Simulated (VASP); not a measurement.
# Au (Im-3m) in VASP: single point with PBEsol

Aim: the single point of Au with PBEsol.

All numbers are computed with VASP 6.6.1; they aren't measurements. Logs are shortened: lines on timing, memory, paths and dates and some standing lists are left out, and cuts for length are marked.

### Step 1. The cell of the first run

The structure is cubic, space group Im-3m (No. 229). Conventional cell: a = 3.242 Å, b = 3.242 Å, c = 3.242 Å, α = 90.00°, β = 90.00°, γ = 90.00°. Within 3.7 Å of Au (site symmetry m-3m) lie 14 Au at 2.81 to 3.24 Å.

### Step 2. Single point, PBEsol

INCAR reads:

```
SYSTEM = Au
PREC     = Accurate       ! precision mode
ENCUT    = 500            ! plane-wave cutoff, eV
EDIFF    = 1E-6           ! SCF threshold, eV
ISMEAR   = 0              ! smearing method
SIGMA    = 0.1            ! smearing width, eV
LREAL    = .FALSE.        ! projectors in reciprocal space
LASPH    = .TRUE.         ! aspherical terms in the spheres
NELM     = 120            ! most SCF steps
ALGO     = Normal         ! electronic algorithm
ISIF     = 2              ! what is computed and relaxed
LWAVE    = .FALSE.        ! write WAVECAR
LCHARG   = .FALSE.        ! write CHGCAR
GGA      = PS             ! functional
NBANDS   = 12             ! bands
GGA_COMPAT= .FALSE.
```

KPOINTS reads:

```
regular mesh
0
G
  6 6 6
  0 0 0
```

POSCAR reads:

```
Au
1.0
   -1.6210414374      1.6210414374      1.6210414374
    1.6210414374     -1.6210414374      1.6210414374
    1.6210414374      1.6210414374     -1.6210414374
Au
1
Direct
    0.0000000000      0.0000000000      0.0000000000
```

Potentials or basis: VASP PAW PBE potentials, release 64 (Au).

Run with:

```console
$ cat potpaw_PBE.64/Au/POTCAR > POTCAR
$ mpirun -np 1 vasp_std > vasp.out
```

OUTCAR:

```text
SYSTEM = Au
   PREC = Accurate
   ENCUT = 500
   EDIFF = 1E-6
   ISMEAR = 0
   LREAL = .FALSE.
   LASPH = .TRUE.
   NELM = 120
   ISIF = 2
   GGA = PS

 ion  position               nearest neighbor table
   1  0.000  0.000  0.000-

  LATTYP: Found a body centered cubic cell.
 ALAT       =     3.2420828748

  Lattice vectors:

 A1 = (  -1.6210414374,   1.6210414374,   1.6210414374)
 A2 = (   1.6210414374,  -1.6210414374,   1.6210414374)
 A3 = (   1.6210414374,   1.6210414374,  -1.6210414374)

Analysis of symmetry for initial positions (statically):
=====================================================================
 Subroutine PRICEL returns:
 Original cell was already a primitive cell.

 Routine SETGRP: Setting up the symmetry group for a
 body centered cubic supercell.

 Subroutine GETGRP returns: Found 48 space group operations
 (whereof 48 operations were pure point group operations)
 out of a pool of 48 trial point group operations.

The static configuration has the point symmetry O_h .

Analysis of symmetry for dynamics (positions and initial velocities):
=====================================================================
 Subroutine PRICEL returns:
 Original cell was already a primitive cell.

 Routine SETGRP: Setting up the symmetry group for a
 body centered cubic supercell.

 Subroutine GETGRP returns: Found 48 space group operations
 (whereof 48 operations were pure point group operations)
 out of a pool of 48 trial point group operations.

The dynamic configuration has the point symmetry O_h .

 Subroutine INISYM returns: Found 48 space group operations
 (whereof 48 operations are pure point group operations),
 and found     1 'primitive' translations

----------------------------------------------------------------------------------------

                                     Primitive cell

  volume of cell :      17.0389

  direct lattice vectors                    reciprocal lattice vectors
    -1.621041437  1.621041437  1.621041437     0.000000000  0.308443688  0.308443688
     1.621041437 -1.621041437  1.621041437     0.308443688  0.000000000  0.308443688
     1.621041437  1.621041437 -1.621041437     0.308443688  0.308443688  0.000000000

  length of vectors
     2.807726131  2.807726131  2.807726131     0.436205247  0.436205247  0.436205247

[... 74 lines left out ...]
   NFREE  =      0    steps in history (QN), initial steepest desc. (CG)
   ISIF   =      2    stress and relaxation
   ISYM   =      2    0-nonsym 1-usesym 2-fastsym
   POTIM  = 0.5000    time-step for ionic-motion
   TEBEG  =    0.0;   TEEND  =   0.0 temperature during run
   PSTRESS=    0.0 pullay stress
   NELECT =      11.0000    total number of electrons
   NUPDOWN=      -1.0000    fix difference up-down
   EMIN   =  10.00;   EMAX   =-10.00  energy-range for DOS
   EFERMI =   0.00;   METHOD = LEGACY
   ISMEAR =     0;   SIGMA  =   0.10  broadening in eV -4-tet -1-fermi 0-gaus
   EFERMI_NEDOS =   21; number of points for ismear=-14 and -15
   IALGO  =     38    algorithm
   IMIX   =      4    mixing-type and parameters
     AMIX     =   0.40;   BMIX     =  1.00
     AMIX_MAG =   1.60;   BMIX_MAG =  1.00
  volume/ion in A,a.u.               =      17.04       114.98
  Fermi-wavevector in a.u.,A,eV,Ry     =   1.414897  2.673768 27.237974  2.001935
  Thomas-Fermi vector in A             =   2.536392
   LORBIT       =      0    0 simple, 1 ext, 2 COOP (PROOUT), +10 PAW based schemes
   GGA     = PS    functional components
   LHFCALC =     F    Hartree Fock is set to
   AEXX    =    0.0000 exact exchange contribution
   IVDW    =     0    specifies the selected vdW correction
   LEPSILON=     F    determine dielectric tensor
   LRPA    =     F    only Hartree local field effects (RPA)
 non-spin polarized calculation
 Gauss-broadening in eV      SIGMA  =   0.10
  energy-cutoff  :      500.00
  volume of cell :       17.04
 maximum number of plane-waves:       444
   NGX = 11   NGY = 11   NGZ = 11

 number of electron      11.0000003 magnetization

 Free energy of the ion-electron system (eV)
  ---------------------------------------------------
  ext. energy  EPLUGINS =         0.00000000
  ---------------------------------------------------
  free energy    TOTEN  =        -3.81925677 eV

  energy without entropy =       -3.80792603  energy(sigma->0) =       -3.81359140

 E-fermi :   9.6062     XC(G=0): -12.8932

 val. band max:        9.5626819304   @ k =   0.1667   0.1667   0.1667
 cond. band min:       9.6578802079   @ k =   0.3333   0.1667   0.0000
 fundamental gap:      0.0951982775
 Fermi energy:         9.6061913439

 k-point     1 :       0.0000    0.0000    0.0000
  band No.  band energies     occupation
      1      -0.6309      2.00000
      2       4.3910      2.00000
      3       4.3910      2.00000
      4       4.3910      2.00000
      5       6.3445      2.00000
      6       6.3445      2.00000
      7      25.7846      0.00000
      8      25.7846      0.00000
      9      25.7846      0.00000
     10      33.5933      0.00000
     11      33.5933      0.00000
     12      33.5933      0.00000
[... 211 lines left out ...]
 k-point    16 :       0.5000    0.5000    0.5000
  band No.  band energies     occupation
      1       2.4277      2.00000
      2       2.4277      2.00000
      3       7.5035      2.00000
      4       7.5035      2.00000
      5       7.5035      2.00000
      6      15.5328      0.00000
      7      15.5328      0.00000
      8      15.5328      0.00000
      9      18.9761      0.00000
     10      25.2819      0.00000
     11      25.2819      0.00000
     12      34.0588      0.00000

------------------------ aborting loop because EDIFF is reached ----------------------------------------

  FORCE on cell =-STRESS in cart. coord.  units (eV):
  Direction    XX          YY          ZZ          XY          YZ          ZX
  --------------------------------------------------------------------------------------
  -------------------------------------------------------------------------------------
  Total       -0.0100648     -0.0100648     -0.0100648     -0.0000000      0.0000000      0.0000000
  in kB       -0.9463946     -0.9463946     -0.9463946     -0.0000000      0.0000000      0.0000000
  external PRESSURE =      -0.9463946 kB  Pullay stress =       0.0000000 kB

 VOLUME and BASIS-vectors are now :
 -----------------------------------------------------------------------------
  energy-cutoff  :      500.00
  volume of cell :       17.04
      direct lattice vectors                 reciprocal lattice vectors
    -1.621041437  1.621041437  1.621041437     0.000000000  0.308443688  0.308443688
     1.621041437 -1.621041437  1.621041437     0.308443688  0.000000000  0.308443688
     1.621041437  1.621041437 -1.621041437     0.308443688  0.308443688  0.000000000

 POSITION                                       TOTAL-FORCE (eV/Angst)
 -----------------------------------------------------------------------------------
      0.00000      0.00000      0.00000        -0.000000      0.000000     -0.000000
 -----------------------------------------------------------------------------------
    total drift:                                0.000000     -0.000000      0.000000

  FREE ENERGIE OF THE ION-ELECTRON SYSTEM (eV)
  ---------------------------------------------------
  free  energy   TOTEN  =        -3.8192567730 eV

  energy  without entropy=       -3.8079260268  energy(sigma->0) =       -3.81359140
```

OSZICAR:

```text
N       E                     dE             d eps       ncg     rms          rms(c)
DAV:   1     0.472814983213E+02    0.47281E+02   -0.54175E+03   400   0.789E+02
DAV:   2    -0.363022105292E+01   -0.50912E+02   -0.47443E+02   468   0.183E+02
DAV:   3    -0.419258826908E+01   -0.56237E+00   -0.56196E+00   448   0.194E+01
DAV:   4    -0.419413683352E+01   -0.15486E-02   -0.15485E-02   440   0.116E+00
DAV:   5    -0.419414745748E+01   -0.10624E-04   -0.10623E-04   452   0.920E-02    0.939E+00
DAV:   6    -0.384734528399E+01    0.34680E+00   -0.93986E-01   424   0.769E+00    0.583E+00
DAV:   7    -0.382258373558E+01    0.24762E-01   -0.79463E-02   436   0.221E+00    0.290E+00
DAV:   8    -0.381927916965E+01    0.33046E-02   -0.18060E-03   432   0.397E-01    0.337E-01
DAV:   9    -0.381925328275E+01    0.25887E-04   -0.14396E-05   424   0.348E-02    0.122E-02
DAV:  10    -0.381925673726E+01   -0.34545E-05   -0.12813E-06   432   0.877E-03    0.172E-03
DAV:  11    -0.381925677297E+01   -0.35712E-07   -0.63149E-08   228   0.207E-03
   1 F= -.38192568E+01 E0= -.38135914E+01  d E =-.113307E-01
```

stdout:

```text
POSCAR found type information on POSCAR Au
 POSCAR found :  1 types and       1 ions
 scaLAPACK will be used
 -----------------------------------------------------------------------------
|                                                                             |
|                                                                             |
|     You enforced a specific xc type in the INCAR file but a different       |
|     I HOPE YOU KNOW WHAT YOU ARE DOING!                                     |
|                                                                             |
 -----------------------------------------------------------------------------

 LDA part: xc-table for (Slater+PW92), standard interpolation
 POSCAR, INCAR and KPOINTS ok, starting setup
 FFT: planning ... GRIDC
 FFT: planning ... GRID_SOFT
 FFT: planning ... GRID
 WAVECAR not read
 entering main loop
```

It took 7.2 s on 1 thread of Intel Xeon 8259CL, shared host; peak memory 0.12 GiB.

Results:

```yaml
Free_energy: -3.8193 eV
Pressure: -0.1 GPa
```

Caveat: the k points lie up to 0.46 Å⁻¹ apart; the PAW data sets were made with another functional, which shifts forces and pressure a little; spin-orbit coupling is left out, which moves the levels of the heavy elements.
